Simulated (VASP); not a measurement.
# CaPtS3 (P4mm) in VASP: notebook, part 2 of 3

VASP 6.6.1. Earlier steps stand in the parts before.

## 3. Single point, PBE

This run uses another cell than the first one, of the same volume but with other edges.

File INCAR:

```
SYSTEM = CaPtS3
PREC     = Accurate       ! precision mode
ENCUT    = 520            ! plane-wave cutoff, eV
EDIFF    = 1E-6           ! SCF threshold, eV
ISMEAR   = 0              ! smearing method
SIGMA    = 0.1            ! smearing width, eV
LREAL    = .False.        ! projectors in reciprocal space
LASPH    = .True.         ! aspherical terms in the spheres
NELM     = 100            ! most SCF steps
ALGO     = Normal         ! electronic algorithm
ISIF     = 2              ! what is computed and relaxed
LWAVE    = .False.        ! write WAVECAR
LCHARG   = .False.        ! write CHGCAR
GGA      = PE             ! functional
NBANDS   = 27             ! bands
```

File KPOINTS:

```
regular mesh
0
Gamma
  8 8 6
  0 0 0
```

File POSCAR:

```
CaPtS3
1.0
    4.4433974044      0.0000000000      0.0000000000
    0.0000000000      4.4433974044      0.0000000000
    0.0000000000      0.0000000000      5.7199327895
Ca Pt S
1 1 3
Direct
    0.5000000000      0.5000000000      0.3870569992
    0.0000000000      0.0000000000      0.9318632561
    0.0000000000      0.5000000000      0.0637974074
    0.5000000000      0.0000000000      0.0637974074
    0.0000000000      0.0000000000      0.5224514698
```

Potentials or basis: VASP PAW PBE potentials, release 64 (Ca_sv, Pt, S).

Started as:

```console
$ cat potpaw_PBE.64/Ca_sv/POTCAR potpaw_PBE.64/Pt/POTCAR potpaw_PBE.64/S/POTCAR > POTCAR
$ mpirun -np 1 vasp_std > vasp.out
```

OUTCAR:

```text
SYSTEM = CaPtS3
   PREC = Accurate
   ENCUT = 520
   EDIFF = 1E-6
   ISMEAR = 0
   LREAL = .False.
   LASPH = .True.
   NELM = 100
   ISIF = 2
   GGA = PE

 ion  position               nearest neighbor table
   1  0.500  0.500  0.387-   3 2.89   4 2.89   4 2.89   3 2.89
   2  0.000  0.000  0.932-   5 2.34   4 2.35   3 2.35   3 2.35   4 2.35
   3  0.000  0.500  0.064-   2 2.35   2 2.35   1 2.89   1 2.89
   4  0.500  0.000  0.064-   2 2.35   2 2.35   1 2.89   1 2.89
   5  0.000  0.000  0.522-   2 2.34

  LATTYP: Found a simple tetragonal cell.
 ALAT       =     4.4433974044
 C/A-ratio  =     1.2872881421

  Lattice vectors:

 A1 = (   4.4433974044,   0.0000000000,   0.0000000000)
 A2 = (   0.0000000000,   4.4433974044,   0.0000000000)
 A3 = (   0.0000000000,   0.0000000000,   5.7199327895)

Analysis of symmetry for initial positions (statically):
=====================================================================
 Subroutine PRICEL returns:
 Original cell was already a primitive cell.

 Routine SETGRP: Setting up the symmetry group for a
 simple tetragonal supercell.

 Subroutine GETGRP returns: Found  8 space group operations
 (whereof  8 operations were pure point group operations)
 out of a pool of 16 trial point group operations.

The static configuration has the point symmetry C_4v.

Analysis of symmetry for dynamics (positions and initial velocities):
=====================================================================
 Subroutine PRICEL returns:
 Original cell was already a primitive cell.

 Routine SETGRP: Setting up the symmetry group for a
 simple tetragonal supercell.

 Subroutine GETGRP returns: Found  8 space group operations
 (whereof  8 operations were pure point group operations)
 out of a pool of 16 trial point group operations.

The dynamic configuration has the point symmetry C_4v.

 Subroutine INISYM returns: Found  8 space group operations
 (whereof  8 operations are pure point group operations),
 and found     1 'primitive' translations

----------------------------------------------------------------------------------------

                                     Primitive cell

  volume of cell :     112.9331

  direct lattice vectors                    reciprocal lattice vectors
     4.443397404  0.000000000  0.000000000     0.225053019  0.000000000  0.000000000
     0.000000000  4.443397404  0.000000000     0.000000000  0.225053019  0.000000000
     0.000000000  0.000000000  5.719932789     0.000000000  0.000000000  0.174827229

  length of vectors
     4.443397404  4.443397404  5.719932789     0.225053019  0.225053019  0.174827229

  position of ions in fractional coordinates (direct lattice)
     0.500000000  0.500000000  0.387056999
     0.000000000  0.000000000  0.931863256
     0.000000000  0.500000000  0.063797407
     0.500000000  0.000000000  0.063797407
     0.000000000  0.000000000  0.522451470

  ion indices of the primitive-cell ions
   primitive index   ion index
                 1           1
                 2           2
                 3           3
                 4           4
                 5           5

----------------------------------------------------------------------------------------

 KPOINTS: regular mesh

Automatic generation of k-mesh.
 Grid dimensions read from file:
 generate k-points for:    8    8    6

 Generating k-lattice:

  Cartesian coordinates                     Fractional coordinates (reciprocal lattice)
     0.028131627  0.000000000  0.000000000     0.125000000  0.000000000  0.000000000
     0.000000000  0.028131627  0.000000000     0.000000000  0.125000000  0.000000000
     0.000000000  0.000000000  0.029137872     0.000000000  0.000000000  0.166666667

  Length of vectors
     0.028131627  0.028131627  0.029137872

  Shift w.r.t. Gamma in fractional coordinates (k-lattice)
     0.000000000  0.000000000  0.000000000

 Subroutine IBZKPT returns following result:
 ===========================================

 Found     60 irreducible k-points:

 Following reciprocal coordinates:
            Coordinates               Weight
  0.000000  0.000000  0.000000      1.000000
  0.125000  0.000000  0.000000      4.000000
  0.250000  0.000000  0.000000      4.000000
  0.375000  0.000000  0.000000      4.000000
  0.500000  0.000000  0.000000      2.000000
  0.125000  0.125000  0.000000      4.000000
[... 16 lines left out ...]
  0.375000  0.125000  0.166667     16.000000
  0.500000  0.125000  0.166667      8.000000
 [... further k-points ...]
   k-points           NKPTS =     60   k-points in BZ     NKDIM =     60   number of bands    NBANDS=     27
   number of dos      NEDOS =    301   number of ions     NIONS =      5
   total plane-waves  NPLWV =  62208
   dimension x,y,z NGX =    36 NGY =   36 NGZ =   48
   dimension x,y,z NGXF=    72 NGYF=   72 NGZF=   96
   ions per type =               1   1   3
   NGX,Y,Z   is equivalent  to a cutoff of  13.47, 13.47, 13.95 a.u.
   NGXF,Y,Z  is equivalent  to a cutoff of  26.94, 26.94, 27.90 a.u.
 SYSTEM =  CaPtS3
   PREC   = accura    normal or accurate (medium, high low for compatibility)
   ISTART =      0    job   : 0-new  1-cont  2-samecut
   ICHARG =      2    charge: 1-file 2-atom 10-const
   ISPIN  =      1    spin polarized calculation?
   LNONCOLLINEAR =      F non collinear calculations
   LSORBIT =      F    spin-orbit coupling
   LASPH  =      T    aspherical Exc in radial PAW
   ENCUT  =  520.0 eV  38.22 Ry    6.18 a.u.   8.26  8.26 10.64*2*pi/ulx,y,z
   NELM   =    100;   NELMIN=  2; NELMDL= -5     # of ELM steps
   EDIFF  = 0.1E-05   stopping-criterion for ELM
   LREAL  =      F    real-space projection
   EDIFFG = 0.1E-04   stopping-criterion for IOM
   NSW    =      0    number of steps for IOM
   IBRION =     -1    ionic relax: 0-MD 1-quasi-New 2-CG
   NFREE  =      0    steps in history (QN), initial steepest desc. (CG)
   ISIF   =      2    stress and relaxation
   ISYM   =      2    0-nonsym 1-usesym 2-fastsym
   POTIM  = 0.5000    time-step for ionic-motion
   TEBEG  =    0.0;   TEEND  =   0.0 temperature during run
   PSTRESS=    0.0 pullay stress
   NELECT =      38.0000    total number of electrons
   NUPDOWN=      -1.0000    fix difference up-down
   EMIN   =  10.00;   EMAX   =-10.00  energy-range for DOS
   EFERMI =   0.00;   METHOD = LEGACY
   ISMEAR =     0;   SIGMA  =   0.10  broadening in eV -4-tet -1-fermi 0-gaus
   EFERMI_NEDOS =   21; number of points for ismear=-14 and -15
   IALGO  =     38    algorithm
   IMIX   =      4    mixing-type and parameters
     AMIX     =   0.40;   BMIX     =  1.00
     AMIX_MAG =   1.60;   BMIX_MAG =  1.00
  volume/ion in A,a.u.               =      22.59       152.42
  Fermi-wavevector in a.u.,A,eV,Ry     =   1.138664  2.151763 17.640713  1.296556
  Thomas-Fermi vector in A             =   2.275368
   LORBIT       =      0    0 simple, 1 ext, 2 COOP (PROOUT), +10 PAW based schemes
   GGA     = PE    functional components
   LHFCALC =     F    Hartree Fock is set to
   AEXX    =    0.0000 exact exchange contribution
   IVDW    =     0    specifies the selected vdW correction
   LEPSILON=     F    determine dielectric tensor
   LRPA    =     F    only Hartree local field effects (RPA)
 non-spin polarized calculation
 Gauss-broadening in eV      SIGMA  =   0.10
  energy-cutoff  :      520.00
  volume of cell :      112.93
 maximum number of plane-waves:      3073
 NGX is ok and might be reduce to    36

 number of electron      38.0000001 magnetization

 Free energy of the ion-electron system (eV)
  ---------------------------------------------------
  ext. energy  EPLUGINS =         0.00000000
  ---------------------------------------------------
  free energy    TOTEN  =       -23.68558569 eV

  energy without entropy =      -23.67521529  energy(sigma->0) =      -23.68040049

 E-fermi :   4.2758     XC(G=0):  -9.4358

 val. band max:        4.2752944420   @ k =   0.3750   0.3750   0.5000
 cond. band min:       4.2765882196   @ k =   0.3750   0.3750   0.0000
 fundamental gap:      0.0012937776
 Fermi energy:         4.2757716667

 k-point     1 :       0.0000    0.0000    0.0000
  band No.  band energies     occupation
      1     -36.3422      2.00000
      2     -17.3789      2.00000
      3     -17.3221      2.00000
      4     -17.3221      2.00000
      5      -9.7292      2.00000
      6      -7.8758      2.00000
[... 19 lines left out ...]
     26       8.6533      0.00000
     27       8.7841      0.00000
[... 667 lines left out ...]
      5      -8.8342      2.00000
      6      -8.3557      2.00000
[... 19 lines left out ...]
     26       9.3528      0.00000
     27      10.3305      0.00000

 [... further k-points ...]
[... 5 lines left out ...]
  --------------------------------------------------------------------------------------
  -------------------------------------------------------------------------------------
  Total       -0.0564105     -0.0564105     -0.0625132      0.0000000     -0.0000000      0.0000000
  in kB       -0.8002940     -0.8002940     -0.8868721      0.0000000     -0.0000000      0.0000000
  external PRESSURE =      -0.8291534 kB  Pullay stress =       0.0000000 kB

 VOLUME and BASIS-vectors are now :
 -----------------------------------------------------------------------------
  energy-cutoff  :      520.00
  volume of cell :      112.93
      direct lattice vectors                 reciprocal lattice vectors
     4.443397404  0.000000000  0.000000000     0.225053019  0.000000000  0.000000000
     0.000000000  4.443397404  0.000000000     0.000000000  0.225053019  0.000000000
     0.000000000  0.000000000  5.719932789     0.000000000  0.000000000  0.174827229

 POSITION                                       TOTAL-FORCE (eV/Angst)
 -----------------------------------------------------------------------------------
      2.22170      2.22170      2.21394         0.000000      0.000000      0.026424
      0.00000      0.00000      5.33020         0.000000      0.000000      0.002580
      0.00000      2.22170      0.36492         0.000000      0.000000     -0.023545
      2.22170      0.00000      0.36492        -0.000000      0.000000     -0.023545
      0.00000      0.00000      2.98839         0.000000      0.000000      0.018086
 -----------------------------------------------------------------------------------
    total drift:                                0.000000      0.000000     -0.000690

  FREE ENERGIE OF THE ION-ELECTRON SYSTEM (eV)
  ---------------------------------------------------
  free  energy   TOTEN  =       -23.6855856950 eV

  energy  without entropy=      -23.6752152932  energy(sigma->0) =      -23.68040049
```

Run time: 91 s. Hardware: 1 thread of Intel Xeon 6975P-C (Granite Rapids), shared host; peak memory 0.35 GiB.

What came out:

```
Free energy            : -23.6856 eV
Pressure               : -0.1 GPa
Largest force          : 0.026 eV/Å
Band gap on the k mesh : zero (band 19 reaches 4.81 eV, above the bottom of band 20 at 3.91 eV)
```

Forces on the atoms (eV/Å):
```
Ca   0.000  0.000  0.026
Pt   0.000  0.000  0.003
S    0.000  0.000 -0.024
S    0.000  0.000 -0.024
S    0.000  0.000  0.018
```

Caveat: spin-orbit coupling is left out, which moves the levels of the heavy elements.

(Continued in part 3 of 3.)
